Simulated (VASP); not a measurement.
# Cu (Pm-3n) in VASP: notebook, part 2 of 2

VASP 6.6.1. Earlier steps stand in the parts before.

**3. Relaxation of cell and atoms, PBEsol**

INCAR

```
PREC = Accurate
ENCUT = 600
EDIFF = 1E-6
ISMEAR = 0
SIGMA = 0.1
LREAL = False
LASPH = True
NELM = 100
ALGO = Fast
ISIF = 3
LWAVE = False
LCHARG = False
GGA = PS
IBRION = 2
NSW = 100
EDIFFG = -0.01
```

KPOINTS

```
regular mesh
0
Gamma
  8 8 8
```

POSCAR

```
Cu
1.0
    4.5274688734      0.0000000000      0.0000000000
    0.0000000000      4.5274688734      0.0000000000
    0.0000000000      0.0000000000      4.5274688734
Cu
8
Direct
    0.5000000000      0.5000000000      0.5000000000
    0.0000000000      0.0000000000      0.0000000000
    0.2500000000      0.0000000000      0.5000000000
    0.5000000000      0.2500000000      0.0000000000
    0.5000000000      0.7500000000      0.0000000000
    0.7500000000      0.0000000000      0.5000000000
    0.0000000000      0.5000000000      0.7500000000
    0.0000000000      0.5000000000      0.2500000000
```

Potentials or basis: VASP PAW PBE potentials, release 64 (Cu).

On the command line:

```bash
> cat potpaw_PBE.64/Cu/POTCAR > POTCAR
> mpirun -np 1 vasp_std > vasp.out
```

OUTCAR:

```text
PREC = Accurate
   ENCUT = 600
   EDIFF = 1E-6
   ISMEAR = 0
   LREAL = False
   LASPH = True
   NELM = 100
   ISIF = 3
   GGA = PS
   IBRION = 2
   NSW = 100
   EDIFFG = -0.01

 ion  position               nearest neighbor table
   1  0.500  0.500  0.500-   3 2.53   4 2.53   5 2.53   6 2.53   7 2.53   8 2.53   4 2.53   5 2.53
                             3 2.53   6 2.53   7 2.53   8 2.53
   2  0.000  0.000  0.000-   3 2.53   4 2.53   5 2.53   6 2.53   7 2.53   8 2.53   3 2.53   6 2.53
                             7 2.53   8 2.53   4 2.53   5 2.53
   3  0.250  0.000  0.500-   6 2.26   6 2.26   1 2.53   2 2.53   1 2.53   2 2.53   8 2.77   5 2.77
                             4 2.77   5 2.77   4 2.77   7 2.77   8 2.77   7 2.77
   4  0.500  0.250  0.000-   5 2.26   5 2.26   1 2.53   1 2.53   2 2.53   2 2.53   8 2.77   3 2.77
                             3 2.77   6 2.77   6 2.77   7 2.77   7 2.77   8 2.77
   5  0.500  0.750  0.000-   4 2.26   4 2.26   1 2.53   1 2.53   2 2.53   2 2.53   8 2.77   3 2.77
                             3 2.77   6 2.77   6 2.77   7 2.77   7 2.77   8 2.77
   6  0.750  0.000  0.500-   3 2.26   3 2.26   1 2.53   2 2.53   1 2.53   2 2.53   8 2.77   4 2.77
                             4 2.77   5 2.77   5 2.77   7 2.77   8 2.77   7 2.77
   7  0.000  0.500  0.750-   8 2.26   8 2.26   1 2.53   2 2.53   2 2.53   1 2.53   3 2.77   4 2.77
                             5 2.77   3 2.77   6 2.77   6 2.77   4 2.77   5 2.77
   8  0.000  0.500  0.250-   7 2.26   7 2.26   1 2.53   2 2.53   2 2.53   1 2.53   3 2.77   4 2.77
                             5 2.77   3 2.77   6 2.77   6 2.77   4 2.77   5 2.77

  LATTYP: Found a simple cubic cell.
 ALAT       =     4.5274688734

  Lattice vectors:

 A1 = (   4.5274688734,   0.0000000000,   0.0000000000)
 A2 = (   0.0000000000,   4.5274688734,   0.0000000000)
 A3 = (   0.0000000000,   0.0000000000,   4.5274688734)

Analysis of symmetry for initial positions (statically):
=====================================================================
 Subroutine PRICEL returns:
 Original cell was already a primitive cell.

 Routine SETGRP: Setting up the symmetry group for a
 simple cubic supercell.

 Subroutine GETGRP returns: Found 48 space group operations
 (whereof 24 operations were pure point group operations)
 out of a pool of 48 trial point group operations.

The static configuration has the point symmetry T_h .
 The point group associated with its full space group is O_h .

Analysis of symmetry for dynamics (positions and initial velocities):
=====================================================================
 Subroutine PRICEL returns:
 Original cell was already a primitive cell.

 Routine SETGRP: Setting up the symmetry group for a
 simple cubic supercell.

 Subroutine GETGRP returns: Found 48 space group operations
 (whereof 24 operations were pure point group operations)
 out of a pool of 48 trial point group operations.

The dynamic configuration has the point symmetry T_h .
 The point group associated with its full space group is O_h .

 Subroutine INISYM returns: Found 48 space group operations
 (whereof 24 operations are pure point group operations),
 and found     1 'primitive' translations

----------------------------------------------------------------------------------------

                                     Primitive cell

  volume of cell :      92.8039

  direct lattice vectors                    reciprocal lattice vectors
     4.527468873  0.000000000  0.000000000     0.220873965  0.000000000  0.000000000
[... 85 lines left out ...]
   ions per type =               8
   NGX,Y,Z   is equivalent  to a cutoff of  13.22, 13.22, 13.22 a.u.
   NGXF,Y,Z  is equivalent  to a cutoff of  26.44, 26.44, 26.44 a.u.
 SYSTEM =  unknown system
   PREC   = accura    normal or accurate (medium, high low for compatibility)
   ISTART =      0    job   : 0-new  1-cont  2-samecut
   ICHARG =      2    charge: 1-file 2-atom 10-const
   ISPIN  =      1    spin polarized calculation?
   LNONCOLLINEAR =      F non collinear calculations
   LSORBIT =      F    spin-orbit coupling
   LASPH  =      T    aspherical Exc in radial PAW
   ENCUT  =  600.0 eV  44.10 Ry    6.64 a.u.   9.04  9.04  9.04*2*pi/ulx,y,z
   NELM   =    100;   NELMIN=  2; NELMDL= -5     # of ELM steps
   EDIFF  = 0.1E-05   stopping-criterion for ELM
   LREAL  =      F    real-space projection
   EDIFFG = -.1E-01   stopping-criterion for IOM
   NSW    =    100    number of steps for IOM
   IBRION =      2    ionic relax: 0-MD 1-quasi-New 2-CG
   NFREE  =      1    steps in history (QN), initial steepest desc. (CG)
   ISIF   =      3    stress and relaxation
   ISYM   =      2    0-nonsym 1-usesym 2-fastsym
   POTIM  = 0.5000    time-step for ionic-motion
   TEBEG  =    0.0;   TEEND  =   0.0 temperature during run
   PSTRESS=    0.0 pullay stress
   NELECT =      88.0000    total number of electrons
   NUPDOWN=      -1.0000    fix difference up-down
   EMIN   =  10.00;   EMAX   =-10.00  energy-range for DOS
   EFERMI =   0.00;   METHOD = LEGACY
   ISMEAR =     0;   SIGMA  =   0.10  broadening in eV -4-tet -1-fermi 0-gaus
   EFERMI_NEDOS =   21; number of points for ismear=-14 and -15
   IALGO  =     68    algorithm
   IMIX   =      4    mixing-type and parameters
     AMIX     =   0.40;   BMIX     =  1.00
     AMIX_MAG =   1.60;   BMIX_MAG =  1.00
  volume/ion in A,a.u.               =      11.60        78.28
  Fermi-wavevector in a.u.,A,eV,Ry     =   1.608349  3.039339 35.195360  2.586786
  Thomas-Fermi vector in A             =   2.704232
   LORBIT       =      0    0 simple, 1 ext, 2 COOP (PROOUT), +10 PAW based schemes
   GGA     = PS    functional components
   LHFCALC =     F    Hartree Fock is set to
   AEXX    =    0.0000 exact exchange contribution
   IVDW    =     0    specifies the selected vdW correction
   LEPSILON=     F    determine dielectric tensor
   LRPA    =     F    only Hartree local field effects (RPA)
 conjugate gradient relaxation of ions
 non-spin polarized calculation
 RMM-DIIS sequential band-by-band and
 Gauss-broadening in eV      SIGMA  =   0.10
  energy-cutoff  :      600.00
  volume of cell :       92.80
 maximum number of plane-waves:      3136
   NGX = 19   NGY = 19   NGZ = 19

--------------------------------------- Ionic step        1  -------------------------------------------

 number of electron      88.0000047 magnetization

 Free energy of the ion-electron system (eV)
  ---------------------------------------------------
  ext. energy  EPLUGINS =         0.00000000
  ---------------------------------------------------
  free energy    TOTEN  =       -33.57736356 eV

  energy without entropy =      -33.56138601  energy(sigma->0) =      -33.56937478

------------------------ aborting loop because EDIFF is reached ----------------------------------------

  FORCE on cell =-STRESS in cart. coord.  units (eV):
  Direction    XX          YY          ZZ          XY          YZ          ZX
  --------------------------------------------------------------------------------------
  -------------------------------------------------------------------------------------
  Total        0.5148754      0.5148754      0.5148754     -0.0000000      0.0000000     -0.0000000
  in kB        8.8888647      8.8888647      8.8888647     -0.0000000      0.0000000     -0.0000000
  external PRESSURE =       8.8888647 kB  Pullay stress =       0.0000000 kB
[... 71 lines left out ...]
--------------------------------------- Ionic step        3  -------------------------------------------

 number of electron      88.0000012 magnetization

 Free energy of the ion-electron system (eV)
  ---------------------------------------------------
  ext. energy  EPLUGINS =         0.00000000
  ---------------------------------------------------
  free energy    TOTEN  =       -33.57865595 eV

  energy without entropy =      -33.56265421  energy(sigma->0) =      -33.57065508

 E-fermi :   7.6429     XC(G=0): -12.9708

 val. band max:        7.6246001398   @ k =   0.3750   0.3750   0.3750
 cond. band min:       7.6585913050   @ k =   0.1250   0.1250   0.0000
 fundamental gap:      0.0339911652
 Fermi energy:         7.6428704192

 k-point     1 :       0.0000    0.0000    0.0000
  band No.  band energies     occupation
      1      -1.9238      2.00000
      2       2.2627      2.00000
      3       2.2627      2.00000
      4       2.7644      2.00000
      5       3.2960      2.00000
      6       3.2960      2.00000
[... 1309 lines left out ...]
     51      14.3417      0.00000
     52      15.0311      0.00000

 [... further k-points ...]

------------------------ aborting loop because EDIFF is reached ----------------------------------------

  FORCE on cell =-STRESS in cart. coord.  units (eV):
  Direction    XX          YY          ZZ          XY          YZ          ZX
  --------------------------------------------------------------------------------------
  -------------------------------------------------------------------------------------
  Total        0.0327768      0.0327768      0.0327768      0.0000000     -0.0000000     -0.0000000
  in kB        0.5629532      0.5629532      0.5629532      0.0000000     -0.0000000     -0.0000000
  external PRESSURE =       0.5629532 kB  Pullay stress =       0.0000000 kB
[... 23 lines left out ...]
  FREE ENERGIE OF THE ION-ELECTRON SYSTEM (eV)
  ---------------------------------------------------
  free  energy   TOTEN  =       -33.5786559523 eV

  energy  without entropy=      -33.5626542057  energy(sigma->0) =      -33.57065508

 reached required accuracy - stopping structural energy minimisation
```

It took 3 min on 1 thread of Intel Xeon 6975P-C (Granite Rapids), shared host; peak memory 0.3 GiB.

Results:

```yaml
Free_energy: -33.5787 eV
Relaxed_volume: 11.66 Å³/atom
Relaxed_cell: a = 4.535 Å, b = 4.535 Å, c = 4.535 Å, α = 90.00°, β = 90.00°, γ = 90.00°
Space_group_after_relaxing_to_0.1_Å: Pm-3n (No. 223)
Energy_gained_by_relaxing: 0.2 meV/atom
Ionic_steps: 3
Pressure_after_relaxing: 0.1 GPa
Band_gap_on_the_k_mesh: zero (bands 44 and 45 overlap by 1.75 eV)
```

The path:
```csv
step,energy change (eV),largest force (eV/Å),pressure (GPa),volume (Å³)
1,0.0000,0.0000,0.89,92.80
2,-0.0006,0.0000,-0.52,93.67
3,-0.0013,0.0000,0.06,93.28
```

Final structure:
```
Cu
1.0
     4.53525    0.00000    0.00000
     0.00000    4.53525    0.00000
     0.00000    0.00000    4.53525
Cu
8
Direct
  0.50000 0.50000 0.50000
  0.00000 0.00000 0.00000
  0.25000 0.00000 0.50000
  0.50000 0.25000 0.00000
  0.50000 0.75000 0.00000
  0.75000 0.00000 0.50000
  0.00000 0.50000 0.75000
  0.00000 0.50000 0.25000
```

Levels at points of the mesh, in eV from the Fermi level:
```csv
k point,band 42,band 43,band 44,band 45,band 46,band 47
"(0.00, 0.00, 0.00)",-0.16,-0.16,-0.16,1.08,1.08,1.26
"(0.50, 0.00, 0.00)",-1.45,0.71,0.71,1.01,1.01,2.84
"(0.50, 0.50, 0.00)",-1.57,-1.57,-1.38,1.08,2.66,2.66
"(0.50, 0.50, 0.50)",-1.05,-1.05,-1.05,-1.05,-1.05,-0.83
```

Caveat: the PAW data sets were made with another functional, which shifts forces and pressure a little.

The gap in the log of VASP goes by the Fermi energy; the results here count the filled bands.